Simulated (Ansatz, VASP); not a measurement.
**BaTiO3 in VASP and in Ansatz**

The input POSCAR:

```
BaTiO3
1.0
    4.0739784504      0.0000000000      0.0000000000
    0.0000000000      4.0739784504      0.0000000000
    0.0000000000      0.0000000000      4.0739784504
Ba Ti O
1 1 3
Direct
    0.0000000000      0.0000000000      0.0000000000
    0.5000000000      0.5000000000      0.5000000000
    0.5000000000      0.5000000000      0.0000000000
    0.5000000000      0.0000000000      0.5000000000
    0.0000000000      0.5000000000      0.5000000000
```

File INCAR.step1:

```
PREC = Accurate
ENCUT = 520
ISMEAR = 0
SIGMA = 0.01
LREAL = F
LASPH = T
NELM = 80
NBANDS = 28
GGA = PE
ALGO = Normal
EDIFF = 1E-4
LWAVE = T
LCHARG = F
```

The input INCAR.step2:

```
PREC = Accurate
ENCUT = 520
EDIFF = 1E-6
ISMEAR = 0
SIGMA = 0.01
LREAL = F
LASPH = T
NELM = 80
ALGO = Normal
ISIF = 2
LWAVE = F
LCHARG = F
METAGGA = R2SCAN
LMIXTAU = T
NBANDS = 28
ISTART = 1
```

Contents of KPOINTS:

```
regular mesh
0
Gamma
  6 6 6
```

Input for Ansatz:

```yaml
crystal:
  lattice:
    - [4.0739784504, 0.0, 0.0]
    - [0.0, 4.0739784504, 0.0]
    - [0.0, 0.0, 4.0739784504]
  atoms:
    - { symbol: Ba, position: [0.0, 0.0, 0.0] }
    - { symbol: Ti, position: [0.5, 0.5, 0.5] }
    - { symbol: O, position: [0.5, 0.5, 0.0] }
    - { symbol: O, position: [0.5, 0.0, 0.5] }
    - { symbol: O, position: [0.0, 0.5, 0.5] }
kpoints:
  mp_grid: { grid: [6, 6, 6] }
  band_path:
    path: [[0.0, 0.0, 0.0], [0.0, 0.5, 0.0], [0.5, 0.5, 0.0], [0.5, 0.5, 0.5]]
    npoints: 1
hamiltonian:
  xc: r2scan
scf:
  occupations: { method: fixed }
  n_extra_bands: 5
output:
  forces: true
  stress: true
  eigenvalues: true
  write_density: true
  write_potential: true
  elf: true
  volumetric_format: npy
```

Change from the starting cell: hydrostatic strain +2.0%.

Alike in both runs: task single point; functional r2SCAN; k mesh 6 × 6 × 6; no spin polarisation.

|  | VASP | Ansatz |
| --- | --- | --- |
| version | VASP 6.6.1 | Ansatz 0.2.0 |
| potentials or method | VASP PAW PBE potentials, release 64 (Ba_sv, Ti_sv, O) | plane waves, PAW |
| plane-wave cutoff (eV) | 520 | 500 |
| occupations | gaussian, width 0.01 eV | fixed |
| valence electrons in the cell | 40 | 40 |

```tsv
	VASP	Ansatz	Ansatz less VASP
gap on the k mesh at the Fermi level (eV)	2.01	2.02	+0.016
pressure (GPa)	-7.8	-9.4	-1.58
```

VASP's potentials were made for PBE, not for r2SCAN.

Spin-orbit coupling is off throughout.
